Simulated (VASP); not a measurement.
Write the native input for VASP 6.6.1 that does the following.

| Item | Value |
| --- | --- |
| Task | single point |
| Functional | PBE |
| Potentials or basis | VASP PAW PBE potentials, release 64 (Cd, Hg, O) |
| Cutoff | 520 eV |
| k mesh | 6 × 6 × 2 |
| Occupations | gaussian, width 0.1 eV |
| Spin | no spin polarisation |
| Dipole correction | no |
| Further INCAR settings | ALGO = Normal; EDIFF = 1e-07; NBANDS = 36 |

The structure of Cd2HgO3 lies in POSCAR:

```
Cd2HgO3
1.0
    3.4041280000      0.0000000000      0.0000000000
   -1.7020640000      2.9480613000      0.0000000000
    0.0000000000      0.0000000000      8.3737292000
Cd Hg O
2 1 3
Direct
    0.3333333000      0.6666667000      0.6629870000
    0.6666667000      0.3333333000      0.3370130000
    0.0000000000      0.0000000000      0.0000000000
    0.6666667000      0.3333333000      0.8217770000
    0.0000000000      0.0000000000      0.5000000000
    0.3333333000      0.6666667000      0.1782230000
```

These files were run (other wordings do the same):

INCAR

```
SYSTEM = Cd2HgO3
PREC = Accurate ; ENCUT = 520
EDIFF = 1E-7 ; ISMEAR = 0
SIGMA = 0.1 ; LREAL = .FALSE.
LASPH = .TRUE. ; NELM = 100
ALGO = Normal ; ISIF = 2
LWAVE = .FALSE. ; LCHARG = .FALSE.
GGA = PE ; NBANDS = 36
```

KPOINTS

```
regular mesh
0
G
  6 6 2
  0 0 0
```

Potentials or basis: VASP PAW PBE potentials, release 64 (Cd, Hg, O).

Run with:

```console
$ cat potpaw_PBE.64/Cd/POTCAR potpaw_PBE.64/Hg/POTCAR potpaw_PBE.64/O/POTCAR > POTCAR
$ mpirun -np 1 vasp_std > vasp.out
```

It gave:

```yaml
Pressure: 1.1 GPa
Largest_force: 0.006 eV/Å
Band_gap_on_the_k_mesh: zero (bands 27 and 28 overlap by 0.30 eV)
```

Caveat: the k points lie up to 0.38 Å⁻¹ apart; semilocal functionals underestimate gaps, so a narrow gap can read as zero; spin-orbit coupling is left out, which moves the levels of the heavy elements.

It took 32 s on 1 thread of AMD EPYC 9R45 96-Core Processor (Zen 5), on a shared host, peak memory 0.2 GiB.
